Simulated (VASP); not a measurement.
# SnO (P4/nmm) in VASP: notebook

The runs below take SnO through single point, with PBEsol.

Program: VASP 6.6.1. These are calculated values, not measurements. Logs are shortened: lines on timing, memory, paths and dates and some standing lists are left out, and cuts for length are marked.

**1. The cell of the first run**

The structure is tetragonal, space group P4/nmm (No. 129). The conventional cell has a = 3.431 Å, b = 3.431 Å, c = 5.139 Å, α = 90.00°, β = 90.00°, γ = 90.00°. Sn (site symmetry 4mm) has 4 O at 2.12 Å within 2.8 Å. O (site symmetry -4m2) has 4 Sn at 2.12 Å and 4 O at 2.43 Å within 2.8 Å.

**2. Single point, PBEsol (15.13 Å³/atom)**

Contents of INCAR:

```
PREC = Accurate ; ENCUT = 520
EDIFF = 1E-6 ; ISMEAR = 0
SIGMA = 0.15 ; LREAL = F
LASPH = T ; NELM = 80
ALGO = Normal ; ISIF = 2
LWAVE = F ; LCHARG = F
GGA = PS ; NBANDS = 28
```

Contents of KPOINTS:

```
regular mesh
0
Gamma
  12 12 10
```

Contents of POSCAR:

```
SnO
1.0
    3.4313320913      0.0000000000      0.0000000000
    0.0000000000      3.4313320913      0.0000000000
    0.0000000000      0.0000000000      5.1387629400
Sn O
2 2
Direct
    0.0000000000      0.5000000000      0.2425296443
    0.5000000000      0.0000000000      0.7574703557
    0.0000000000      0.0000000000      0.0000000000
    0.5000000000      0.5000000000      0.0000000000
```

Potentials or basis: VASP PAW PBE potentials, release 64 (Sn_d, O).

The run is started by

```bash
cat potpaw_PBE.64/Sn_d/POTCAR potpaw_PBE.64/O/POTCAR > POTCAR
mpirun -np 1 vasp_std > vasp.out
```

OUTCAR:

```text
PREC = Accurate
   ENCUT = 520
   EDIFF = 1E-6
   ISMEAR = 0
   LREAL = F
   LASPH = T
   NELM = 80
   ISIF = 2
   GGA = PS

 ion  position               nearest neighbor table
   1  0.000  0.500  0.243-   3 2.12   4 2.12   3 2.12   4 2.12   2 3.48   2 3.48   2 3.48   2 3.48
                             2 3.59   2 3.59   2 3.59   2 3.59
   2  0.500  0.000  0.757-   3 2.12   4 2.12   4 2.12   3 2.12   1 3.48   1 3.48   1 3.48   1 3.48
                             1 3.59   1 3.59   1 3.59   1 3.59
   3  0.000  0.000  0.000-   1 2.12   2 2.12   1 2.12   2 2.12
   4  0.500  0.500  0.000-   1 2.12   2 2.12   2 2.12   1 2.12

  LATTYP: Found a simple tetragonal cell.
 ALAT       =     3.4313320913
 C/A-ratio  =     1.4976000000

  Lattice vectors:

 A1 = (   3.4313320913,   0.0000000000,   0.0000000000)
 A2 = (   0.0000000000,   3.4313320913,   0.0000000000)
 A3 = (   0.0000000000,   0.0000000000,   5.1387629400)

Analysis of symmetry for initial positions (statically):
=====================================================================
 Subroutine PRICEL returns:
 Original cell was already a primitive cell.

 Routine SETGRP: Setting up the symmetry group for a
 simple tetragonal supercell.

 Subroutine GETGRP returns: Found 16 space group operations
 (whereof  8 operations were pure point group operations)
 out of a pool of 16 trial point group operations.

The static configuration has the point symmetry D_2d.
 The point group associated with its full space group is D_4h.

Analysis of symmetry for dynamics (positions and initial velocities):
=====================================================================
 Subroutine PRICEL returns:
 Original cell was already a primitive cell.

 Routine SETGRP: Setting up the symmetry group for a
 simple tetragonal supercell.

 Subroutine GETGRP returns: Found 16 space group operations
 (whereof  8 operations were pure point group operations)
 out of a pool of 16 trial point group operations.

The dynamic configuration has the point symmetry D_2d.
 The point group associated with its full space group is D_4h.

 Subroutine INISYM returns: Found 16 space group operations
 (whereof  8 operations are pure point group operations),
 and found     1 'primitive' translations

----------------------------------------------------------------------------------------

                                     Primitive cell

  volume of cell :      60.5040

  direct lattice vectors                    reciprocal lattice vectors
     3.431332091  0.000000000  0.000000000     0.291432008  0.000000000  0.000000000
     0.000000000  3.431332091  0.000000000     0.000000000  0.291432008  0.000000000
     0.000000000  0.000000000  5.138762940     0.000000000  0.000000000  0.194599364

  length of vectors
     3.431332091  3.431332091  5.138762940     0.291432008  0.291432008  0.194599364

  position of ions in fractional coordinates (direct lattice)
     0.000000000  0.500000000  0.242529644
     0.500000000  0.000000000  0.757470356
     0.000000000  0.000000000  0.000000000
     0.500000000  0.500000000  0.000000000

  ion indices of the primitive-cell ions
   primitive index   ion index
                 1           1
                 2           2
                 3           3
                 4           4

----------------------------------------------------------------------------------------

 KPOINTS: regular mesh

Automatic generation of k-mesh.
 Grid dimensions read from file:
 generate k-points for:   12   12   10

 Generating k-lattice:

  Cartesian coordinates                     Fractional coordinates (reciprocal lattice)
     0.024286001  0.000000000  0.000000000     0.083333333  0.000000000  0.000000000
     0.000000000  0.024286001  0.000000000     0.000000000  0.083333333  0.000000000
     0.000000000  0.000000000  0.019459936     0.000000000  0.000000000  0.100000000

  Length of vectors
     0.024286001  0.024286001  0.019459936

  Shift w.r.t. Gamma in fractional coordinates (k-lattice)
     0.000000000  0.000000000  0.000000000

 Subroutine IBZKPT returns following result:
 ===========================================

 Found    168 irreducible k-points:

 Following reciprocal coordinates:
            Coordinates               Weight
  0.000000  0.000000  0.000000      1.000000
  0.083333  0.000000  0.000000      4.000000
  0.166667  0.000000  0.000000      4.000000
  0.250000  0.000000  0.000000      4.000000
  0.333333  0.000000  0.000000      4.000000
  0.416667  0.000000  0.000000      4.000000
[... 16 lines left out ...]
  0.333333  0.333333  0.000000      4.000000
  0.416667  0.333333  0.000000      8.000000
 [... further k-points ...]
   k-points           NKPTS =    168   k-points in BZ     NKDIM =    168   number of bands    NBANDS=     28
   number of dos      NEDOS =    301   number of ions     NIONS =      4
   total plane-waves  NPLWV =  31360
   dimension x,y,z NGX =    28 NGY =   28 NGZ =   40
   dimension x,y,z NGXF=    56 NGYF=   56 NGZF=   80
   ions per type =               2   2
   NGX,Y,Z   is equivalent  to a cutoff of  13.57, 13.57, 12.94 a.u.
   NGXF,Y,Z  is equivalent  to a cutoff of  27.13, 27.13, 25.88 a.u.
 SYSTEM =  unknown system
   PREC   = accura    normal or accurate (medium, high low for compatibility)
   ISTART =      0    job   : 0-new  1-cont  2-samecut
   ICHARG =      2    charge: 1-file 2-atom 10-const
   ISPIN  =      1    spin polarized calculation?
   LNONCOLLINEAR =      F non collinear calculations
   LSORBIT =      F    spin-orbit coupling
   LASPH  =      T    aspherical Exc in radial PAW
   ENCUT  =  520.0 eV  38.22 Ry    6.18 a.u.   6.38  6.38  9.55*2*pi/ulx,y,z
   NELM   =     80;   NELMIN=  2; NELMDL= -5     # of ELM steps
   EDIFF  = 0.1E-05   stopping-criterion for ELM
   LREAL  =      F    real-space projection
   EDIFFG = 0.1E-04   stopping-criterion for IOM
   NSW    =      0    number of steps for IOM
   IBRION =     -1    ionic relax: 0-MD 1-quasi-New 2-CG
   NFREE  =      0    steps in history (QN), initial steepest desc. (CG)
   ISIF   =      2    stress and relaxation
   ISYM   =      2    0-nonsym 1-usesym 2-fastsym
   POTIM  = 0.5000    time-step for ionic-motion
   TEBEG  =    0.0;   TEEND  =   0.0 temperature during run
   PSTRESS=    0.0 pullay stress
   NELECT =      40.0000    total number of electrons
   NUPDOWN=      -1.0000    fix difference up-down
   EMIN   =  10.00;   EMAX   =-10.00  energy-range for DOS
   EFERMI =   0.00;   METHOD = LEGACY
   ISMEAR =     0;   SIGMA  =   0.15  broadening in eV -4-tet -1-fermi 0-gaus
   EFERMI_NEDOS =   21; number of points for ismear=-14 and -15
   IALGO  =     38    algorithm
   IMIX   =      4    mixing-type and parameters
     AMIX     =   0.40;   BMIX     =  1.00
     AMIX_MAG =   1.60;   BMIX_MAG =  1.00
  volume/ion in A,a.u.               =      15.13       102.08
  Fermi-wavevector in a.u.,A,eV,Ry     =   1.426155  2.695043 27.673144  2.033919
  Thomas-Fermi vector in A             =   2.546463
   LORBIT       =      0    0 simple, 1 ext, 2 COOP (PROOUT), +10 PAW based schemes
   GGA     = PS    functional components
   LHFCALC =     F    Hartree Fock is set to
   AEXX    =    0.0000 exact exchange contribution
   IVDW    =     0    specifies the selected vdW correction
   LEPSILON=     F    determine dielectric tensor
   LRPA    =     F    only Hartree local field effects (RPA)
 non-spin polarized calculation
 Gauss-broadening in eV      SIGMA  =   0.15
  energy-cutoff  :      520.00
  volume of cell :       60.50
 maximum number of plane-waves:      1655
 NGX is ok and might be reduce to    28
   NGX = 13   NGY = 13   NGZ = 19

 number of electron      39.9999989 magnetization

 Free energy of the ion-electron system (eV)
  ---------------------------------------------------
  ext. energy  EPLUGINS =         0.00000000
  ---------------------------------------------------
  free energy    TOTEN  =       -23.23221782 eV

  energy without entropy =      -23.22822748  energy(sigma->0) =      -23.23022265

 E-fermi :   9.2317     XC(G=0): -11.2375

 val. band max:        9.1816457007   @ k =   0.1667   0.1667   0.0000
 cond. band min:       9.3183398489   @ k =   0.1667   0.0833   0.0000
 fundamental gap:      0.1366941482
 Fermi energy:         9.2316551069

 k-point     1 :       0.0000    0.0000    0.0000
  band No.  band energies     occupation
      1     -13.3916      2.00000
      2     -12.8396      2.00000
      3     -12.8183      2.00000
      4     -12.6963      2.00000
      5     -12.6963      2.00000
      6     -12.6112      2.00000
[... 20 lines left out ...]
     27      16.4040      0.00000
     28      16.4278      0.00000

 k-point     2 :       0.0833    0.0000    0.0000
  band No.  band energies     occupation
      1     -13.3906      2.00000
      2     -12.9428      2.00000
      3     -12.8091      2.00000
      4     -12.7002      2.00000
      5     -12.6934      2.00000
      6     -12.6139      2.00000
[... 20 lines left out ...]
     27      16.4788      0.00000
     28      17.6024      0.00000

 k-point     3 :       0.1667    0.0000    0.0000
  band No.  band energies     occupation
      1     -13.3895      2.00000
      2     -13.0925      2.00000
      3     -12.7849      2.00000
      4     -12.7089      2.00000
      5     -12.6855      2.00000
      6     -12.6213      2.00000
[... 20 lines left out ...]
     27      16.6698      0.00000
     28      19.4773      0.00000

 k-point     4 :       0.2500    0.0000    0.0000
  band No.  band energies     occupation
      1     -13.3920      2.00000
      2     -13.2163      2.00000
      3     -12.7559      2.00000
      4     -12.7162      2.00000
      5     -12.6745      2.00000
      6     -12.6313      2.00000
[... 20 lines left out ...]
     27      16.9701      0.00000
     28      21.2761      0.00000

 k-point     5 :       0.3333    0.0000    0.0000
  band No.  band energies     occupation
      1     -13.3980      2.00000
      2     -13.3067      2.00000
      3     -12.7322      2.00000
      4     -12.7186      2.00000
      5     -12.6638      2.00000
      6     -12.6413      2.00000
[... 20 lines left out ...]
     27      17.3392      0.00000
     28      20.5963      0.00000

 k-point     6 :       0.4167    0.0000    0.0000
  band No.  band energies     occupation
      1     -13.4017      2.00000
      2     -13.3644      2.00000
      3     -12.7190      2.00000
      4     -12.7168      2.00000
      5     -12.6572      2.00000
      6     -12.6490      2.00000
[... 463 lines left out ...]
      5     -12.6639      2.00000
      6     -12.6576      2.00000
[... 20 lines left out ...]
     27      17.2469      0.00000
     28      17.7923      0.00000

 k-point    22 :       0.5000    0.2500    0.0000
  band No.  band energies     occupation
      1     -13.4601      2.00000
      2     -13.4601      2.00000
      3     -12.6841      2.00000
      4     -12.6841      2.00000
      5     -12.6549      2.00000
      6     -12.6549      2.00000
[... 20 lines left out ...]
     27      17.6424      0.00000
     28      17.6424      0.00000

 k-point    23 :       0.3333    0.3333    0.0000
  band No.  band energies     occupation
      1     -13.4666      2.00000
      2     -13.4518      2.00000
      3     -12.6860      2.00000
      4     -12.6840      2.00000
      5     -12.6549      2.00000
      6     -12.6431      2.00000
[... 20 lines left out ...]
     27      17.1411      0.00000
     28      17.9455      0.00000

 k-point    24 :       0.4167    0.3333    0.0000
  band No.  band energies     occupation
      1     -13.4880      2.00000
      2     -13.4833      2.00000
      3     -12.6951      2.00000
      4     -12.6944      2.00000
      5     -12.6307      2.00000
      6     -12.6224      2.00000
[... 20 lines left out ...]
     27      17.6940      0.00000
     28      18.2796      0.00000

 [... further k-points ...]

------------------------ aborting loop because EDIFF is reached ----------------------------------------

  FORCE on cell =-STRESS in cart. coord.  units (eV):
  Direction    XX          YY          ZZ          XY          YZ          ZX
  --------------------------------------------------------------------------------------
  -------------------------------------------------------------------------------------
  Total       10.7222630     10.7222630      1.9807266      0.0000000      0.0000000      0.0000000
  in kB      283.9310895    283.9310895     52.4506683      0.0000000      0.0000000      0.0000000
  external PRESSURE =     206.7709491 kB  Pullay stress =       0.0000000 kB

 VOLUME and BASIS-vectors are now :
 -----------------------------------------------------------------------------
  energy-cutoff  :      520.00
  volume of cell :       60.50
      direct lattice vectors                 reciprocal lattice vectors
     3.431332091  0.000000000  0.000000000     0.291432008  0.000000000  0.000000000
     0.000000000  3.431332091  0.000000000     0.000000000  0.291432008  0.000000000
     0.000000000  0.000000000  5.138762940     0.000000000  0.000000000  0.194599364

 POSITION                                       TOTAL-FORCE (eV/Angst)
 -----------------------------------------------------------------------------------
      0.00000      1.71567      1.24630        -0.000000      0.000000      0.975910
      1.71567      0.00000      3.89246         0.000000     -0.000000     -0.975910
      0.00000      0.00000      0.00000        -0.000000     -0.000000      0.000000
      1.71567      1.71567      0.00000        -0.000000      0.000000      0.000000
 -----------------------------------------------------------------------------------
    total drift:                                0.000000      0.000000      0.000000

  FREE ENERGIE OF THE ION-ELECTRON SYSTEM (eV)
  ---------------------------------------------------
  free  energy   TOTEN  =       -23.2322178191 eV

  energy  without entropy=      -23.2282274836  energy(sigma->0) =      -23.23022265
```

Wall time 1.9 min (1 thread of Intel Xeon 6975P-C (Granite Rapids), shared host); peak memory 0.34 GiB.

Results:

| Quantity | Value |
| --- | --- |
| Free energy | -23.2322 eV |
| Pressure | 20.7 GPa |
| Largest force | 0.976 eV/Å |
| Band gap on the k mesh | zero (bands 20 and 21 overlap by 1.03 eV) |

Forces in eV/Å, atoms in the order of the input:
```
Sn   0.000  0.000  0.976
Sn   0.000  0.000 -0.976
O    0.000  0.000  0.000
O    0.000  0.000  0.000
```

Levels at points of the mesh, in eV from the Fermi level:
| k point | band 16 | band 17 | band 18 | band 19 | band 20 | band 21 | band 22 | band 23 | band 24 | band 25 |
| --- | --- | --- | --- | --- | --- | --- | --- | --- | --- | --- |
| (0.00, 0.00, 0.00) | -7.21 | -4.30 | -3.07 | -3.07 | 0.42 | 3.38 | 4.02 | 5.22 | 5.22 | 5.63 |
| (0.50, 0.00, 0.00) | -6.30 | -5.36 | -5.36 | -3.79 | -3.79 | 2.63 | 2.63 | 6.95 | 6.95 | 7.13 |
| (0.50, 0.50, 0.00) | -6.67 | -2.33 | -2.33 | -2.26 | -2.26 | -0.61 | -0.61 | 3.47 | 3.47 | 6.33 |
| (0.00, 0.00, 0.50) | -4.31 | -4.13 | -3.59 | -3.08 | -3.08 | 3.07 | 3.31 | 3.31 | 5.25 | 7.69 |
| (0.50, 0.00, 0.50) | -6.35 | -5.35 | -5.35 | -2.59 | -2.59 | 1.62 | 1.62 | 6.52 | 6.52 | 7.65 |
| (0.50, 0.50, 0.50) | -7.04 | -2.87 | -2.87 | -2.33 | -2.33 | 1.60 | 1.60 | 3.15 | 3.15 | 5.92 |

Caveat: the cell stands under pressure; the PAW data sets were made with another functional, which shifts forces and pressure a little; spin-orbit coupling is left out, which moves the levels of the heavy elements.

**3. Single point, PBEsol (15.13 Å³/atom)**

Contents of INCAR:

```
PREC = Accurate
ENCUT = 520
EDIFF = 1E-6
ISMEAR = 0
SIGMA = 0.15
LREAL = F
LASPH = T
NELM = 80
ALGO = Normal
ISIF = 2
LWAVE = F
LCHARG = F
GGA = PS
NBANDS = 28
```

Contents of KPOINTS:

```
Automatic mesh
0
Gamma
  12 12 10
```

Contents of POSCAR:

```
SnO
1.0
    3.6458825981      0.0000000000      0.0000000000
    0.0000000000      3.6458825981      0.0000000000
    0.0000000000      0.0000000000      4.5517534278
Sn O
2 2
Direct
    0.0000000000      0.5000000000      0.2425296443
    0.5000000000      0.0000000000      0.7574703557
    0.0000000000      0.0000000000      0.0000000000
    0.5000000000      0.5000000000      0.0000000000
```

Potentials or basis: VASP PAW PBE potentials, release 64 (Sn_d, O).

The run is started by

```bash
cat potpaw_PBE.64/Sn_d/POTCAR potpaw_PBE.64/O/POTCAR > POTCAR
mpirun -np 1 vasp_std > vasp.out
```

Run time: 96 s. Hardware: 1 thread of Intel Xeon 6975P-C (Granite Rapids), shared host; peak memory 0.34 GiB.

The run converged. Its results:

```yaml
Free_energy: -23.8098 eV
Pressure: 16.9 GPa
Largest_force: 2.251 eV/Å
Band_gap_on_the_k_mesh: zero (bands 20 and 21 overlap by 0.61 eV)
```

Forces on the atoms (eV/Å):
```
Sn   0.000  0.000  2.251
Sn   0.000  0.000 -2.251
O    0.000  0.000  0.000
O    0.000  0.000  0.000
```

Stress tensor (GPa, compression positive):
```
18.09  0.00  0.00
 0.00 18.09  0.00
 0.00  0.00 14.42
```

Levels at points of the mesh, in eV from the Fermi level:
```
           k point  band 18  band 19  band 20  band 21  band 22  band 23
(0.00, 0.00, 0.00)    -4.15    -4.15     0.04     2.41     4.44     4.61
(0.50, 0.00, 0.00)    -6.07    -3.46    -3.46     3.50     3.50     6.14
(0.50, 0.50, 0.00)    -3.39    -2.14    -2.14    -0.53    -0.53     4.24
(0.00, 0.00, 0.50)    -4.16    -2.93    -2.59     1.39     2.52     2.52
(0.50, 0.00, 0.50)    -6.02    -2.22    -2.22     2.76     2.76     5.44
(0.50, 0.50, 0.50)    -3.39    -3.21    -3.21     1.98     1.98     4.43
```

Caveat: the cell stands under pressure; semilocal functionals underestimate gaps, so a narrow gap can read as zero; the PAW data sets were made with another functional, which shifts forces and pressure a little; spin-orbit coupling is left out, which moves the levels of the heavy elements.

**4. Single point, PBEsol (15.13 Å³/atom)**

Contents of INCAR:

```
SYSTEM = SnO
PREC = Accurate
ENCUT = 520
EDIFF = 1E-7
ISMEAR = 0
SIGMA = 0.15
LREAL = .FALSE.
LASPH = .TRUE.
NELM = 80
ALGO = Normal
ISIF = 2
LWAVE = .FALSE.
LCHARG = .FALSE.
GGA = PS
NBANDS = 28
```

Contents of KPOINTS:

```
regular mesh
0
G
  12 12 10
  0 0 0
```

Contents of POSCAR:

```
SnO
1.0
    3.7963755460      0.0000000000      0.0000000000
    0.0000000000      3.7963755460      0.0000000000
    0.0000000000      0.0000000000      4.1980320787
Sn O
2 2
Direct
    0.0000000000      0.5000000000      0.2425296443
    0.5000000000      0.0000000000      0.7574703557
    0.0000000000      0.0000000000      0.0000000000
    0.5000000000      0.5000000000      0.0000000000
```

The run is started by

```bash
cat potpaw_PBE.64/Sn_d/POTCAR potpaw_PBE.64/O/POTCAR > POTCAR
mpirun -np 1 vasp_std > vasp.out
```

It took 1.7 min on 1 thread of Intel Xeon 6975P-C (Granite Rapids), shared host; peak memory 0.33 GiB.

Results (log left out):

* Free energy: -23.7976 eV
* Pressure: 13.7 GPa
* Largest force: 2.159 eV/Å

Forces on the atoms (eV/Å):
```
Sn   0.000  0.000  2.159
Sn   0.000  0.000 -2.159
O    0.000  0.000  0.000
O    0.000  0.000  0.000
```

Stress tensor (GPa, compression positive):
```
12.34  0.00  0.00
 0.00 12.34  0.00
 0.00  0.00 16.38
```

Levels at points of the mesh, in eV from the Fermi level:
```
           k point  band 17  band 18  band 19  band 20  band 21  band 22  band 23  band 24
(0.00, 0.00, 0.00)    -4.08    -4.08    -3.89    -0.48     2.34     4.74     4.74     5.58
(0.50, 0.00, 0.00)    -5.40    -5.40    -2.68    -2.68     4.04     4.04     6.12     6.12
(0.50, 0.50, 0.00)    -3.28    -3.28    -1.48    -1.48    -0.08    -0.08     5.40     5.40
(0.00, 0.00, 0.50)    -4.08    -4.08    -2.10    -1.65     0.90     2.53     2.53     2.95
(0.50, 0.00, 0.50)    -5.73    -5.73    -1.54    -1.54     3.21     3.21     5.24     5.24
(0.50, 0.50, 0.50)    -3.29    -3.29    -3.00    -3.00     2.80     2.80     5.21     5.21
```

Caveat: the cell stands under pressure; the PAW data sets were made with another functional, which shifts forces and pressure a little; spin-orbit coupling is left out, which moves the levels of the heavy elements.

[end of part 1 of 2]
